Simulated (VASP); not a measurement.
# GaN (Cm) in VASP: single point with r2SCAN

Aim: the single point of GaN with r2SCAN.

All numbers are computed with VASP 6.6.1; they aren't measurements. Logs are shortened: lines on timing, memory, paths and dates and some standing lists are left out, and cuts for length are marked.

**1. The cell of the first run**

The structure is monoclinic, space group Cm (No. 8). The conventional cell has a = 5.520 Å, b = 3.187 Å, c = 3.187 Å, α = 90.00°, β = 125.26°, γ = 90.00°. Within 2.4 Å of Ga (site symmetry m) lie 4 N at 1.83 to 2.08 Å. N (site symmetry m) has 4 Ga at 1.83 to 2.08 Å within 2.4 Å.

**2. Single point, r2SCAN (atom 1 (Ga) moved by (-0.150, +0.000) A along [1 1 0] and z)**

The input, POSCAR:

```
GaN
1.0
    0.0000000000      2.2535006075      2.2535006075
    2.2535006075      0.0000000000      2.2535006075
    2.2535006075      2.2535006075      0.0000000000
Ga N
1 1
Direct
    0.0000000000      0.0000000000     -0.0470672237
    0.7500000000      0.7500000000      0.7500000000
```

The input, INCAR.step1:

```
PREC = Accurate
ENCUT = 520
ISMEAR = 0
SIGMA = 0.05
LREAL = F
LASPH = T
NELM = 100
NBANDS = 16
GGA = PE
ALGO = Normal
EDIFF = 1E-4
LWAVE = T
LCHARG = F
```

The input, INCAR.step2:

```
PREC = Accurate
ENCUT = 520
EDIFF = 1E-6
ISMEAR = 0
SIGMA = 0.05
LREAL = F
LASPH = T
NELM = 100
ALGO = Normal
ISIF = 2
LWAVE = F
LCHARG = F
METAGGA = R2SCAN
LMIXTAU = T
NBANDS = 16
ISTART = 1
```

The input, KPOINTS:

```
Automatic mesh
0
Gamma
  10 10 10
```

Potentials or basis: VASP PAW PBE potentials, release 64 (Ga_d, N).

The run is started by

```console
$ cat potpaw_PBE.64/Ga_d/POTCAR potpaw_PBE.64/N/POTCAR > POTCAR
$ cp INCAR.step1 INCAR
$ mpirun -np 1 vasp_std > vasp.out
$ cp INCAR.step2 INCAR
$ mpirun -np 1 vasp_std > vasp.out
```

OUTCAR:

```text
PREC = Accurate
   ENCUT = 520
   EDIFF = 1E-6
   ISMEAR = 0
   LREAL = F
   LASPH = T
   NELM = 100
   ISIF = 2
   METAGGA = R2SCAN
   ISTART = 1

 ion  position               nearest neighbor table
   1  0.000  0.000  0.953-   2 1.83   2 1.96   2 1.96   2 2.08
   2  0.750  0.750  0.750-   1 1.83   1 1.96   1 1.96   1 2.08

  LATTYP: Found a face centered cubic cell.
 ALAT       =     4.5070012150

  Lattice vectors:

 A1 = (   0.0000000000,   2.2535006075,   2.2535006075)
 A2 = (   2.2535006075,   0.0000000000,   2.2535006075)
 A3 = (   2.2535006075,   2.2535006075,   0.0000000000)

Analysis of symmetry for initial positions (statically):
=====================================================================
 Subroutine PRICEL returns:
 Original cell was already a primitive cell.

 Routine SETGRP: Setting up the symmetry group for a
 face centered cubic supercell.

 Subroutine GETGRP returns: Found  2 space group operations
 (whereof  2 operations were pure point group operations)
 out of a pool of 48 trial point group operations.

The static configuration has the point symmetry C_1h.

Analysis of symmetry for dynamics (positions and initial velocities):
=====================================================================
 Subroutine PRICEL returns:
 Original cell was already a primitive cell.

 Routine SETGRP: Setting up the symmetry group for a
 face centered cubic supercell.

 Subroutine GETGRP returns: Found  2 space group operations
 (whereof  2 operations were pure point group operations)
 out of a pool of 48 trial point group operations.

The dynamic configuration has the point symmetry C_1h.

 Subroutine INISYM returns: Found  2 space group operations
 (whereof  2 operations are pure point group operations),
 and found     1 'primitive' translations

----------------------------------------------------------------------------------------

                                     Primitive cell

  volume of cell :      22.8877

  direct lattice vectors                    reciprocal lattice vectors
     0.000000000  2.253500607  2.253500607    -0.221877020  0.221877020  0.221877020
     2.253500607  0.000000000  2.253500607     0.221877020 -0.221877020  0.221877020
     2.253500607  2.253500607  0.000000000     0.221877020  0.221877020 -0.221877020

  length of vectors
     3.186931122  3.186931122  3.186931122     0.384302272  0.384302272  0.384302272
[... 73 lines left out ...]
   ISTART =      1    job   : 0-new  1-cont  2-samecut
   ICHARG =      0    charge: 1-file 2-atom 10-const
   ISPIN  =      1    spin polarized calculation?
   LNONCOLLINEAR =      F non collinear calculations
   LSORBIT =      F    spin-orbit coupling
   LASPH  =      T    aspherical Exc in radial PAW
   ENCUT  =  520.0 eV  38.22 Ry    6.18 a.u.   5.93  5.93  5.93*2*pi/ulx,y,z
   NELM   =    100;   NELMIN=  2; NELMDL=  0     # of ELM steps
   EDIFF  = 0.1E-05   stopping-criterion for ELM
   LREAL  =      F    real-space projection
   EDIFFG = 0.1E-04   stopping-criterion for IOM
   NSW    =      0    number of steps for IOM
   IBRION =     -1    ionic relax: 0-MD 1-quasi-New 2-CG
   NFREE  =      0    steps in history (QN), initial steepest desc. (CG)
   ISIF   =      2    stress and relaxation
   ISYM   =      2    0-nonsym 1-usesym 2-fastsym
   POTIM  = 0.5000    time-step for ionic-motion
   TEBEG  =    0.0;   TEEND  =   0.0 temperature during run
   PSTRESS=    0.0 pullay stress
   NELECT =      18.0000    total number of electrons
   NUPDOWN=      -1.0000    fix difference up-down
   EMIN   =  10.00;   EMAX   =-10.00  energy-range for DOS
   EFERMI =   0.00;   METHOD = LEGACY
   ISMEAR =     0;   SIGMA  =   0.05  broadening in eV -4-tet -1-fermi 0-gaus
   EFERMI_NEDOS =   21; number of points for ismear=-14 and -15
   IALGO  =     38    algorithm
   IMIX   =      4    mixing-type and parameters
     AMIX     =   0.40;   BMIX     =  1.00
     AMIX_MAG =   1.60;   BMIX_MAG =  1.00
  volume/ion in A,a.u.               =      11.44        77.23
  Fermi-wavevector in a.u.,A,eV,Ry     =   1.511117  2.855596 31.068543  2.283473
  Thomas-Fermi vector in A             =   2.621216
   LORBIT       =      0    0 simple, 1 ext, 2 COOP (PROOUT), +10 PAW based schemes
   METAGGA = R2SCAN    functional components
   LHFCALC =     F    Hartree Fock is set to
   AEXX    =    0.0000 exact exchange contribution
   IVDW    =     0    specifies the selected vdW correction
   LEPSILON=     F    determine dielectric tensor
   LRPA    =     F    only Hartree local field effects (RPA)
 non-spin polarized calculation
 Gauss-broadening in eV      SIGMA  =   0.05
  energy-cutoff  :      520.00
  volume of cell :       22.89
 maximum number of plane-waves:       636
   NGX = 11   NGY = 11   NGZ = 11

 number of electron      18.0000002 magnetization

 Free energy of the ion-electron system (eV)
  ---------------------------------------------------
  ext. energy  EPLUGINS =         0.00000000
  ---------------------------------------------------
  free energy    TOTEN  =       -21.75042638 eV

  energy without entropy =      -21.75042638  energy(sigma->0) =      -21.75042638

 E-fermi :   5.4970     XC(G=0): -12.6300

 val. band max:        5.2443340539   @ k =   0.0000   0.0000   0.0000
 cond. band min:       7.1422284471   @ k =   0.0000   0.0000   0.0000
 fundamental gap:      1.8978943931
 Fermi energy:         5.4970176877

 k-point     1 :       0.0000    0.0000    0.0000
  band No.  band energies     occupation
      1     -11.7925      2.00000
      2      -8.8844      2.00000
      3      -8.8472      2.00000
      4      -8.7811      2.00000
      5      -8.5101      2.00000
      6      -8.5036      2.00000
[... 433 lines left out ...]
      3      -8.7757      2.00000
      4      -8.6280      2.00000
      5      -8.5034      2.00000
      6      -8.4903      2.00000
[... 8 lines left out ...]
     15      24.5358      0.00000
     16      24.5994      0.00000

 [... further k-points ...]
[... 5 lines left out ...]
  --------------------------------------------------------------------------------------
  -------------------------------------------------------------------------------------
  Total        0.2564189      0.2564189      0.4902731      0.4252185      0.9552305      0.9552707
  in kB       17.9497191     17.9497191     34.3198719     29.7659495     66.8676002     66.8704143
  external PRESSURE =      23.4064367 kB  Pullay stress =       0.0000000 kB

 VOLUME and BASIS-vectors are now :
 -----------------------------------------------------------------------------
  energy-cutoff  :      520.00
  volume of cell :       22.89
      direct lattice vectors                 reciprocal lattice vectors
     0.000000000  2.253500607  2.253500607    -0.221877020  0.221877020  0.221877020
     2.253500607  0.000000000  2.253500607     0.221877020 -0.221877020  0.221877020
     2.253500607  2.253500607  0.000000000     0.221877020  0.221877020 -0.221877020

 POSITION                                       TOTAL-FORCE (eV/Angst)
 -----------------------------------------------------------------------------------
      2.14743      2.14743      0.00000         1.410095      1.410095      0.633156
      3.38025      3.38025      3.38025        -1.410095     -1.410095     -0.633156
 -----------------------------------------------------------------------------------
    total drift:                                0.011993      0.011993      0.008120

  FREE ENERGIE OF THE ION-ELECTRON SYSTEM (eV)
  ---------------------------------------------------
  free  energy   TOTEN  =       -21.7504263822 eV

  energy  without entropy=      -21.7504263822  energy(sigma->0) =      -21.75042638
```

Run time: 2.2 min. Hardware: 1 thread of Intel Xeon Platinum 8488C (Sapphire Rapids), shared host; peak memory 0.22 GiB.

What came out:

| Item | Value |
| --- | --- |
| Free energy | -21.7504 eV |
| Pressure | 2.3 GPa |
| Largest force | 2.092 eV/Å |
| Band gap on the k mesh | 1.90 eV, direct |

Forces in eV/Å, atoms in the order of the input:
```
Ga   1.410  1.410  0.633
N   -1.410 -1.410 -0.633
```

Levels at points of the mesh, in eV from the valence-band top:
| k point | band 7 | band 8 | band 9 | band 10 | band 11 | band 12 |
| --- | --- | --- | --- | --- | --- | --- |
| (0.00, 0.00, 0.00) | -0.57 | -0.20 | 0.00 | 1.90 | 10.68 | 10.74 |
| (0.50, 0.00, 0.00) | -7.37 | -1.63 | -0.80 | 4.89 | 9.15 | 10.07 |
| (0.00, 0.00, 0.50) | -6.99 | -1.47 | -0.97 | 4.73 | 9.13 | 10.13 |
| (0.50, 0.50, 0.50) | -7.78 | -1.47 | -1.00 | 5.14 | 9.21 | 10.55 |
| (0.50, 0.50, 0.00) | -6.51 | -3.03 | -2.87 | 3.47 | 6.89 | 12.28 |
| (0.00, 0.50, 0.50) | -6.45 | -3.13 | -2.85 | 3.49 | 6.97 | 12.28 |

Caveat: the cell differs from its parent crystal (atom 1 (Ga) moved by (-0.150, +0.000) A along [1 1 0] and z); the PAW data sets were made with another functional, which shifts forces and pressure a little.
